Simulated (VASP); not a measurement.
# O2 in VASP: further runs

Runs on O2. Level: LDA. Tasks: single point, relaxation of the atoms.

All numbers are computed with VASP 6.6.1; they aren't measurements. Logs are shortened: lines on timing, memory, paths and dates and some standing lists are left out, and cuts for length are marked.

### Step 1. The cell of the first run

The cell holds a molecule in a box, 2 atoms: a = 9.000 Å, b = 9.500 Å, c = 10.000 Å, α = 90.00°, β = 90.00°, γ = 90.00°.

### Step 2. Single point, LDA, collinear spin, ferromagnetic start

INCAR reads:

```
PREC = Accurate ; ENCUT = 520
EDIFF = 1E-6 ; ISMEAR = -1
SIGMA = 0.02 ; LREAL = F
LASPH = T ; NELM = 150
ALGO = Normal ; ISIF = 2
LWAVE = F ; LCHARG = F
ISPIN = 2 ; MAGMOM = 1 1
LORBIT = 11 ; GGA = CA
NBANDS = 17
```

KPOINTS reads:

```
regular mesh
0
Gamma
  1 1 1
```

POSCAR reads:

```
O
1.0
    9.0000000000      0.0000000000      0.0000000000
    0.0000000000      9.5000000000      0.0000000000
    0.0000000000      0.0000000000     10.0000000000
O
2
Direct
    0.5000000000      0.5000000000      0.4400143769
    0.5000000000      0.5000000000      0.5599856231
```

Potentials or basis: VASP PAW LDA potentials, release 64 (O).

On the command line:

```bash
$ cat potpaw_LDA.64/O/POTCAR > POTCAR
$ mpirun -np 1 vasp_gam > vasp.out
```

OUTCAR:

```text
PREC = Accurate
   ENCUT = 520
   EDIFF = 1E-6
   ISMEAR = -1
   LREAL = F
   LASPH = T
   NELM = 150
   ISIF = 2
   ISPIN = 2
   LORBIT = 11
   GGA = CA

 ion  position               nearest neighbor table
   1  0.500  0.500  0.440-   2 1.20
   2  0.500  0.500  0.560-   1 1.20

  LATTYP: Found a simple orthorhombic cell.
 ALAT       =     9.0000000000
 B/A-ratio  =     1.0555555556
 C/A-ratio  =     1.1111111111

  Lattice vectors:

 A1 = (   9.0000000000,   0.0000000000,   0.0000000000)
 A2 = (   0.0000000000,   9.5000000000,   0.0000000000)
 A3 = (   0.0000000000,   0.0000000000,  10.0000000000)

Analysis of symmetry for initial positions (statically):
=====================================================================
 Subroutine PRICEL returns:
 Original cell was already a primitive cell.

 Routine SETGRP: Setting up the symmetry group for a
 simple orthorhombic supercell.

 Subroutine GETGRP returns: Found  8 space group operations
 (whereof  8 operations were pure point group operations)
 out of a pool of  8 trial point group operations.

The static configuration has the point symmetry D_2h.

Analysis of symmetry for dynamics (positions and initial velocities):
=====================================================================
 Subroutine PRICEL returns:
 Original cell was already a primitive cell.

 Routine SETGRP: Setting up the symmetry group for a
 simple orthorhombic supercell.

 Subroutine GETGRP returns: Found  8 space group operations
 (whereof  8 operations were pure point group operations)
 out of a pool of  8 trial point group operations.

The dynamic configuration has the point symmetry D_2h.

Analysis of structural, dynamic, and magnetic symmetry:
=====================================================================
 Subroutine PRICEL returns:
 Original cell was already a primitive cell.

 Routine SETGRP: Setting up the symmetry group for a
 simple orthorhombic supercell.

 Subroutine GETGRP returns: Found  8 space group operations
 (whereof  8 operations were pure point group operations)
 out of a pool of  8 trial point group operations.

The overall configuration has the point symmetry D_2h.

 Subroutine INISYM returns: Found  8 space group operations
 (whereof  8 operations are pure point group operations),
 and found     1 'primitive' translations

----------------------------------------------------------------------------------------

                                     Primitive cell

  volume of cell :     855.0000

  direct lattice vectors                    reciprocal lattice vectors
     9.000000000  0.000000000  0.000000000     0.111111111  0.000000000  0.000000000
     0.000000000  9.500000000  0.000000000     0.000000000  0.105263158  0.000000000
     0.000000000  0.000000000 10.000000000     0.000000000  0.000000000  0.100000000

  length of vectors
     9.000000000  9.500000000 10.000000000     0.111111111  0.105263158  0.100000000

  position of ions in fractional coordinates (direct lattice)
     0.500000000  0.500000000  0.440014377
     0.500000000  0.500000000  0.559985623

  ion indices of the primitive-cell ions
   primitive index   ion index
                 1           1
                 2           2

----------------------------------------------------------------------------------------

 KPOINTS: regular mesh

Automatic generation of k-mesh.
 Grid dimensions read from file:
 generate k-points for:    1    1    1

 Generating k-lattice:

  Cartesian coordinates                     Fractional coordinates (reciprocal lattice)
     0.111111111  0.000000000  0.000000000     1.000000000  0.000000000  0.000000000
     0.000000000  0.105263158  0.000000000     0.000000000  1.000000000  0.000000000
     0.000000000  0.000000000  0.100000000     0.000000000  0.000000000  1.000000000

  Length of vectors
     0.111111111  0.105263158  0.100000000

  Shift w.r.t. Gamma in fractional coordinates (k-lattice)
     0.000000000  0.000000000  0.000000000

 Subroutine IBZKPT returns following result:
 ===========================================

 Found      1 irreducible k-points:

 Following reciprocal coordinates:
            Coordinates               Weight
  0.000000  0.000000  0.000000      1.000000
   k-points           NKPTS =      1   k-points in BZ     NKDIM =      1   number of bands    NBANDS=     17
   number of dos      NEDOS =    301   number of ions     NIONS =      2
   total plane-waves  NPLWV = 403200
   dimension x,y,z NGX =    70 NGY =   72 NGZ =   80
   dimension x,y,z NGXF=   140 NGYF=  144 NGZF=  160
   ions per type =               2
   NGX,Y,Z   is equivalent  to a cutoff of  12.93, 12.60, 13.30 a.u.
   NGXF,Y,Z  is equivalent  to a cutoff of  25.86, 25.20, 26.60 a.u.
 SYSTEM =  unknown system
   PREC   = accura    normal or accurate (medium, high low for compatibility)
   ISTART =      0    job   : 0-new  1-cont  2-samecut
   ICHARG =      2    charge: 1-file 2-atom 10-const
   ISPIN  =      2    spin polarized calculation?
   LNONCOLLINEAR =      F non collinear calculations
   LSORBIT =      F    spin-orbit coupling
   LASPH  =      T    aspherical Exc in radial PAW
   ENCUT  =  520.0 eV  38.22 Ry    6.18 a.u.  16.73 17.66 18.59*2*pi/ulx,y,z
   NELM   =    150;   NELMIN=  2; NELMDL= -5     # of ELM steps
   EDIFF  = 0.1E-05   stopping-criterion for ELM
   LREAL  =      F    real-space projection
   EDIFFG = 0.1E-04   stopping-criterion for IOM
   NSW    =      0    number of steps for IOM
   IBRION =     -1    ionic relax: 0-MD 1-quasi-New 2-CG
   NFREE  =      0    steps in history (QN), initial steepest desc. (CG)
   ISIF   =      2    stress and relaxation
   ISYM   =      2    0-nonsym 1-usesym 2-fastsym
   POTIM  = 0.5000    time-step for ionic-motion
   TEBEG  =    0.0;   TEEND  =   0.0 temperature during run
   PSTRESS=    0.0 pullay stress
   NELECT =      12.0000    total number of electrons
   NUPDOWN=      -1.0000    fix difference up-down
   EMIN   =  10.00;   EMAX   =-10.00  energy-range for DOS
   EFERMI =   0.00;   METHOD = LEGACY
   ISMEAR =    -1;   SIGMA  =   0.02  broadening in eV -4-tet -1-fermi 0-gaus
   EFERMI_NEDOS =   21; number of points for ismear=-14 and -15
   IALGO  =     38    algorithm
   IMIX   =      4    mixing-type and parameters
     AMIX     =   0.40;   BMIX     =  1.00
     AMIX_MAG =   1.60;   BMIX_MAG =  1.00
  volume/ion in A,a.u.               =     427.50      2884.91
  Fermi-wavevector in a.u.,A,eV,Ry     =   0.394893  0.746240  2.121703  0.155941
  Thomas-Fermi vector in A             =   1.339966
   LORBIT       =     11    0 simple, 1 ext, 2 COOP (PROOUT), +10 PAW based schemes
   GGA     = CA    functional components
   LHFCALC =     F    Hartree Fock is set to
   AEXX    =    0.0000 exact exchange contribution
   IVDW    =     0    specifies the selected vdW correction
   LEPSILON=     F    determine dielectric tensor
   LRPA    =     F    only Hartree local field effects (RPA)
 spin polarized calculation
  energy-cutoff  :      520.00
  volume of cell :      855.00
 maximum number of plane-waves:     11510
 NGX is ok and might be reduce to    70
   NGX = 33   NGY = 35   NGZ = 37

 number of electron      12.0000002 magnetization       2.0000000

 Free energy of the ion-electron system (eV)
  ---------------------------------------------------
  ext. energy  EPLUGINS =         0.00000000
  ---------------------------------------------------
  free energy    TOTEN  =       -10.45751033 eV

  energy without entropy =      -10.45751033  energy(sigma->0) =      -10.45751033

 E-fermi :  -6.0930     XC(G=0):  -0.6128

 val. band max:       -6.6768869308   @ k =   0.0000   0.0000   0.0000
 cond. band min:      -4.7118119013   @ k =   0.0000   0.0000   0.0000
 fundamental gap:      1.9650750295
 Fermi energy:        -6.0929744255

 spin component 1

 k-point     1 :       0.0000    0.0000    0.0000
  band No.  band energies     occupation
      1     -33.1529      1.00000
      2     -20.0279      1.00000
      3     -13.6474      1.00000
      4     -13.6474      1.00000
      5     -13.6304      1.00000
      6      -6.6769      1.00000
[... 9 lines left out ...]
     16       2.8964      0.00000
     17       2.9095      0.00000
 Fermi energy:        -6.0929744255

 spin component 2

 k-point     1 :       0.0000    0.0000    0.0000
  band No.  band energies     occupation
      1     -31.9356      1.00000
      2     -18.4082      1.00000
      3     -12.5343      1.00000
      4     -12.0018      1.00000
      5     -12.0018      1.00000
      6      -4.7118      0.00000
[... 9 lines left out ...]
     16       2.9484      0.00000
     17       2.9536      0.00000

------------------------ aborting loop because EDIFF is reached ----------------------------------------

  FORCE on cell =-STRESS in cart. coord.  units (eV):
  Direction    XX          YY          ZZ          XY          YZ          ZX
  --------------------------------------------------------------------------------------
  -------------------------------------------------------------------------------------
  Total       -0.0684690     -0.0683765      2.0713850      0.0000000      0.0000000      0.0000000
  in kB       -0.1283034     -0.1281302      3.8815509      0.0000000      0.0000000      0.0000000
  external PRESSURE =       1.2083725 kB  Pullay stress =       0.0000000 kB

 VOLUME and BASIS-vectors are now :
 -----------------------------------------------------------------------------
  energy-cutoff  :      520.00
  volume of cell :      855.00
      direct lattice vectors                 reciprocal lattice vectors
     9.000000000  0.000000000  0.000000000     0.111111111  0.000000000  0.000000000
     0.000000000  9.500000000  0.000000000     0.000000000  0.105263158  0.000000000
     0.000000000  0.000000000 10.000000000     0.000000000  0.000000000  0.100000000

 POSITION                                       TOTAL-FORCE (eV/Angst)
 -----------------------------------------------------------------------------------
      4.50000      4.75000      4.40014         0.000000      0.000000     -1.795036
      4.50000      4.75000      5.59986         0.000000      0.000000      1.795036
 -----------------------------------------------------------------------------------
    total drift:                                0.000000      0.000000      0.000000

  FREE ENERGIE OF THE ION-ELECTRON SYSTEM (eV)
  ---------------------------------------------------
  free  energy   TOTEN  =       -10.4575103306 eV

  energy  without entropy=      -10.4575103306  energy(sigma->0) =      -10.45751033

 total charge

# of ion       s       p       d       tot
------------------------------------------
    1        1.602   3.322   0.000   4.924
    2        1.602   3.322   0.000   4.924
--------------------------------------------------
tot          3.205   6.643   0.000   9.848

 magnetization (x)

# of ion       s       p       d       tot
------------------------------------------
    1        0.008   0.795   0.000   0.803
    2        0.008   0.795   0.000   0.803
--------------------------------------------------
tot          0.016   1.590   0.000   1.606
```

It took 30 s on 1 thread of AMD EPYC 9R45 (Zen 5), shared host; peak memory 0.61 GiB.

What came out:

```yaml
Free_energy: -10.4575 eV
Largest_force: 1.795 eV/Å
Gap_between_the_frontier_levels: 1.97 eV
Net_moment: 2.00 μB per cell
Site_moments: O +0.80 μB
Valence_electrons_inside_the_program's_atomic_spheres: O 4.92
```

Forces on the atoms (eV/Å):
```
O    0.000  0.000 -1.795
O    0.000  0.000  1.795
```

Caveat: the standard files for N, O and F lose accuracy on very short bonds.

### Step 3. Relaxation of the atoms, LDA, collinear spin, ferromagnetic start

INCAR reads:

```
PREC     = Accurate       # precision mode
ENCUT    = 520            # plane-wave cutoff, eV
EDIFF    = 1E-6           # SCF threshold, eV
ISMEAR   = -1             # smearing method
SIGMA    = 0.02           # smearing width, eV
LREAL    = False          # projectors in reciprocal space
LASPH    = True           # aspherical terms in the spheres
NELM     = 150            # most SCF steps
ALGO     = Normal         # electronic algorithm
ISIF     = 2              # what is computed and relaxed
LWAVE    = False          # write WAVECAR
LCHARG   = False          # write CHGCAR
ISPIN    = 2              # spin polarisation
MAGMOM   = 1 1            # initial moments
LORBIT   = 11             # projections on sites
IBRION   = 2              # ionic algorithm
NSW      = 60             # ionic steps
EDIFFG   = -0.01          # ionic threshold
```

KPOINTS reads:

```
Automatic mesh
0
Gamma
  1 1 1
```

POSCAR reads:

```
O
1.0
    9.0000000000      0.0000000000      0.0000000000
    0.0000000000      9.5000000000      0.0000000000
    0.0000000000      0.0000000000     10.0000000000
O
2
Direct
    0.5000000000      0.5000000000      0.4385000000
    0.5000000000      0.5000000000      0.5615000000
```

Potentials or basis: VASP PAW LDA potentials, release 64 (O).

On the command line:

```bash
$ cat potpaw_LDA.64/O/POTCAR > POTCAR
$ mpirun -np 1 vasp_gam > vasp.out
```

Wall time 56 s (1 thread of AMD EPYC 9R45 (Zen 5), shared host); peak memory 0.6 GiB.

The run converged. Its results:

- Free energy: -10.4761 eV
- Energy gained by relaxing: 1.5 meV/atom
- Ionic steps: 3
- Largest force after relaxing: 0.009 eV/Å
- Gap between the frontier levels: 1.97 eV
- Net moment: 2.00 μB per cell
- Site moments: O +0.81 μB
- Valence electrons inside the program's atomic spheres: O 4.89

Forces on the atoms (eV/Å):
```
O    0.000  0.000 -0.009
O    0.000  0.000  0.009
```

Step by step:
| step | energy change (eV) | largest force (eV/Å) | pressure (GPa) |
| --- | --- | --- | --- |
| 1 | 0.0000 | 0.6764 | -0.06 |
| 2 | 0.1392 | 5.4266 | 0.38 |
| 3 | -0.0031 | 0.0087 | -0.01 |

Final structure:
```yaml
crystal:
  lattice:
    - [9.00000, 0.00000, 0.00000]
    - [0.00000, 9.50000, 0.00000]
    - [0.00000, 0.00000, 10.00000]
  atoms:
    - { symbol: O, position: [0.50000, 0.50000, 0.43896] }
    - { symbol: O, position: [0.50000, 0.50000, 0.56104] }
```

Levels at points of the mesh, in eV from the valence-band top:
Spin up:
```csv
k point,band 4,band 5,band 6,band 7,band 8,band 9,band 10,band 11
"(0.00, 0.00, 0.00)",-6.61,-6.61,0.00,0.00,6.61,7.80,8.10,8.18
```
Spin down:
```
           k point  band 1  band 2  band 3  band 4  band 5  band 6  band 7  band 8  band 9  band 10
(0.00, 0.00, 0.00)  -24.61  -11.73   -5.65   -4.96   -4.96    1.97    1.97    6.65    7.94     8.13
```

Caveat: the standard files for N, O and F lose accuracy on very short bonds.
